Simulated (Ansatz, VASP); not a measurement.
Two plane-wave programs on B5P

```
B P
1.0
     4.27940    0.00000    0.00000
     0.00000    4.27940    0.00000
     0.00000    0.00000    4.41582
B P
5 1
Direct
  0.50000 0.50000 0.20927
  0.50000 0.19456 0.45500
  0.19456 0.50000 0.45500
  0.50000 0.80544 0.45500
  0.80544 0.50000 0.45500
  0.50000 0.50000 0.78073
```

Alike in both runs: functional PBE; k mesh 6 × 6 × 6; no spin polarisation.

Ansatz relaxed the structure, and its values are those at the end. VASP's run is a single point on that final structure, the one shown.

```csv
,VASP,Ansatz
version,VASP 6.6.1,Ansatz 0.2.0
potentials or method,"VASP PAW PBE potentials, release 64 (B, P), cutoff 500 eV","scalar-relativistic, plane waves, PAW"
occupations,"gaussian, width 0.01 eV",fixed
valence electrons in the cell,20,20
```

|  | VASP | Ansatz | Ansatz less VASP |
| --- | --- | --- | --- |
| gap on the k mesh at the Fermi level (eV) | 0.87 | 0.88 | +0.007 |
| least direct gap on the mesh (eV) | 1.09 | 1.09 | 0.000 |
| pressure (GPa) | -0.1 | 0.0 | +0.08 |
| rms of the force components (eV/Å) | 0.014 | 0.000 | -0.0133 |
